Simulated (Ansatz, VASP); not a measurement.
GaN: VASP beside Ansatz

File INCAR:

```
SYSTEM = GaN
PREC = Accurate
ENCUT = 600
EDIFF = 1E-6
ISMEAR = 0
SIGMA = 0.01
LREAL = .False.
LASPH = .True.
NELM = 120
ALGO = Normal
ISIF = 2
LWAVE = .False.
LCHARG = .False.
GGA = PE
NBANDS = 26
GGA_COMPAT = .False.
```

File KPOINTS:

```
Automatic mesh
0
Gamma
  12 12 6
  0 0 0
```

Contents of POSCAR:

```
GaN
1.0
    3.2186242699      0.0000000000      0.0000000000
   -1.6093121350      2.7874103830      0.0000000000
    0.0000000000      0.0000000000      5.2435492390
Ga N
2 2
Direct
    0.3333333333      0.6666666667     -0.0276001810
    0.6666666667      0.3333333333      0.4723998190
    0.3333333333      0.6666666667      0.4046001810
    0.6666666667      0.3333333333      0.9046001810
```

Input for Ansatz:

```yaml
crystal:
  lattice:
    - [3.2186242699, 0.0, 0.0]
    - [-1.609312135, 2.787410383, 0.0]
    - [0.0, 0.0, 5.243549239]
  atoms:
    - { symbol: Ga, position: [0.3333333333, 0.6666666667, -0.027600181] }
    - { symbol: Ga, position: [0.6666666667, 0.3333333333, 0.472399819] }
    - { symbol: "N", position: [0.3333333333, 0.6666666667, 0.404600181] }
    - { symbol: "N", position: [0.6666666667, 0.3333333333, 0.904600181] }
basis:
  ecutwfc: 420
  xc_grid: 2
kpoints:
  mp_grid: { grid: [12, 12, 6] }
hamiltonian:
  xc: pbe
  pseudopotentials: { kind: paw, azcp: { folder: soft_1 } }
scf:
  occupations: { method: fixed }
output:
  forces: true
  stress: true
  eigenvalues: true
  polarization: {}
```

Change from the starting cell: polar distortion scaled by 0.55.

Alike in both runs: task single point; functional PBE; k mesh 12 × 12 × 6; no spin polarisation.

```csv
,VASP,Ansatz
version,VASP 6.6.1,Ansatz 0.2.0
potentials or method,"VASP PAW PBE potentials, release 64 (Ga_d, N), cutoff 600 eV","scalar-relativistic, plane waves, PAW"
occupations,"gaussian, width 0.01 eV",fixed
valence electrons in the cell,36,36
```

```tsv
	VASP	Ansatz	Ansatz less VASP
gap on the k mesh at the Fermi level (eV)	1.53	1.53	-0.001
least direct gap on the mesh (eV)	1.53	1.53	-0.001
pressure (GPa)	4.3	4.6	+0.23
traceless stress, the component that is largest in VASP (GPa)	-8.14	-8.31	-0.167
rms of the force components (eV/Å)	0.718	0.724	+0.0059
```

Atom by atom the forces differ by 0.006 eV/Å (rms over components).
